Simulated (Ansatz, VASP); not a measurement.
**PbS: VASP beside Ansatz**

```
Pb S
1.0
     2.95500   -2.91470   -0.00020
     2.92600    2.88530   -0.02920
    -1.13860   -0.05315   11.71469
Pb S
2 2
Direct
  0.77560 0.77560 0.63638
  0.22440 0.22440 0.36362
  0.26840 0.26840 0.59860
  0.73160 0.73160 0.40140
```

Change from the starting cell: equal xy, yz and zx shear strains of -1 %, crystal datasets.

Alike in both runs: task electric field gradients; functional PBE; k mesh 7 × 7 × 3; occupations fermi-dirac, width 0.01 eV; no spin polarisation.

|  | VASP | Ansatz |
| --- | --- | --- |
| version | VASP 6.6.1 | Ansatz 0.2.0 |
| potentials or method | VASP PAW PBE potentials, release 64 (Pb_d, S), cutoff 520 eV | all-electron PAW with datasets made for the slab, scalar-relativistic |

|  | VASP | Ansatz | Ansatz less VASP |
| --- | --- | --- | --- |
| gap on the k mesh at the Fermi level (eV) | 1.27 | 1.27 | +0.004 |
| rms of the force components (eV/Å) | 0.170 | 0.169 | -0.0018 |
| size of Vzz on the site where it differs most (V/Å²) | 133.8 | 126.3 | -7.54 |

Atom by atom the forces differ by 0.002 eV/Å (rms over components). Ansatz ran all-electron here, and VASP with PAW potentials.

Neither program's run includes spin-orbit coupling.
